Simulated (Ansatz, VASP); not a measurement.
## Two plane-wave programs on PtSe2

The input INCAR:

```
SYSTEM = PtSe2
PREC = Accurate ; ENCUT = 520
EDIFF = 1E-6 ; ISMEAR = 0
SIGMA = 0.05 ; LREAL = .False.
LASPH = .True. ; NELM = 60
ALGO = Normal ; ISIF = 2
LWAVE = .False. ; LCHARG = .True.
LDIPOL = .True. ; IDIPOL = 3
DIPOL = 0.5 0.5 0.383 ; GGA = PE
IVDW = 12 ; LELF = .True.
LVHAR = .True. ; LVACPOTAV = .True.
NBANDS = 31
```

Contents of KPOINTS:

```
regular mesh
0
Gamma
  9 9 1
  0 0 0
```

Contents of POSCAR:

```
PtSe2
1.0
    3.7069017468      0.0000000000      0.0000000000
   -1.8534508734      3.2102710821      0.0000000000
    0.0000000000      0.0000000000     22.7988449202
Se Pt
4 2
Direct
    0.6666666667      0.3333333333      0.1973784205
    0.3333333333      0.6666666667      0.3135870473
    0.3333333333      0.8333333333      0.4521905604
    0.6666666667      0.5000000000      0.5683991871
    0.0000000000      0.0000000000      0.2554827339
    1.0000000000      1.1666666667      0.5102948737
```

Input for Ansatz:

```yaml
crystal:
  lattice:
    - [3.7069017468, 0.0, 0.0]
    - [-1.8534508734, 3.2102710821, 0.0]
    - [0.0, 0.0, 22.7988449202]
  atoms:
    - { symbol: Se, position: [0.6666666667, 0.3333333333, 0.1973784205] }
    - { symbol: Pt, position: [0.0, 0.0, 0.2554827339] }
    - { symbol: Se, position: [0.3333333333, 0.6666666667, 0.3135870473] }
    - { symbol: Se, position: [0.3333333333, 0.8333333333, 0.4521905604] }
    - { symbol: Pt, position: [1.0, 1.1666666667, 0.5102948737] }
    - { symbol: Se, position: [0.6666666667, 0.5, 0.5683991871] }
basis:
  ecutwfc: 420
kpoints:
  mp_grid: { grid: [9, 9, 1] }
hamiltonian:
  xc: pbe
  dispersion: d3bj
scf:
  occupations: { method: gaussian, width: 0.05 }
output:
  forces: true
  eigenvalues: true
efield:
  axis: 3
  dipole_correction: true
  ramp_width: 0.04
```

Alike in both runs: task single point; functional PBE; dispersion D3(BJ); k mesh 9 × 9 × 1; occupations gaussian, width 0.05 eV; no spin polarisation.

```csv
,VASP,Ansatz
version,VASP 6.6.1,Ansatz 0.2.0
potentials or method,"VASP PAW PBE potentials, release 64 (Se, Pt), cutoff 520 eV","scalar-relativistic, plane waves, PAW"
valence electrons in the cell,44,100
```

|  | VASP | Ansatz | Ansatz less VASP |
| --- | --- | --- | --- |
| gap on the k mesh at the Fermi level (eV) | 0.55 | 0.56 | +0.010 |
| least direct gap on the mesh (eV) | 0.79 | 0.80 | +0.010 |
| rms of the force components (eV/Å) | 0.096 | 0.096 | +0.0005 |

VASP's potentials hold 44 valence electrons a cell and Ansatz's 100, so a difference there can come from the potentials and not from the codes.

Spin-orbit coupling is off throughout.
